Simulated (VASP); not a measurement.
Wanted: the native input for a VASP 6.6.1 run.

* Task: single point
* Functional: PBEsol
* Potentials or basis: VASP PAW PBE potentials, release 64 (Na_pv, F)
* Cutoff: 520 eV
* k mesh: 8 × 8 × 8
* Occupations: gaussian, width 0.05 eV
* Spin: no spin polarisation
* Dipole correction: no
* Further INCAR settings: ALGO = Normal; EDIFF = 1e-06; NBANDS = 14

The structure of NaF lies in POSCAR:

```
NaF
1.0
    0.0000000000      2.3233000000      2.3639577500
    2.3233000000      0.0000000000      2.3639577500
    2.3233000000      2.3233000000      0.0000000000
Na F
1 1
Direct
    0.0000000000      0.0000000000      0.0000000000
    0.5000000000      0.5000000000      0.5000000000
```

This cell differs from its parent crystal: strain +0.0175 x Voigt [0, 0, 1, 0, 0, 0].

The input as run:

INCAR

```
PREC = Accurate
ENCUT = 520
EDIFF = 1E-6
ISMEAR = 0
SIGMA = 0.05
LREAL = F
LASPH = T
NELM = 100
ALGO = Normal
ISIF = 2
LWAVE = F
LCHARG = T
GGA = PS
LELF = T
LVHAR = T
NBANDS = 14
```

KPOINTS

```
Automatic mesh
0
Gamma
  8 8 8
```

Potentials or basis: VASP PAW PBE potentials, release 64 (Na_pv, F).

Launch:

```console
$ cat potpaw_PBE.64/Na_pv/POTCAR potpaw_PBE.64/F/POTCAR > POTCAR
$ mpirun -np 1 vasp_std > vasp.out
```

Results of the run:

```yaml
Pressure: -1.4 GPa
Band_gap_on_the_k_mesh: 6.03 eV
```

Caveat: the cell differs from its parent crystal (strain +0.0175 x Voigt [0, 0, 1, 0, 0, 0]); the PAW data sets were made with another functional, which shifts forces and pressure a little.

Run time: 17 s on 1 thread of Intel(R) Xeon(R) Platinum 8124M CPU @ 3.00GHz (Skylake/Cascade Lake) (shared host), peak memory 0.15 GiB.
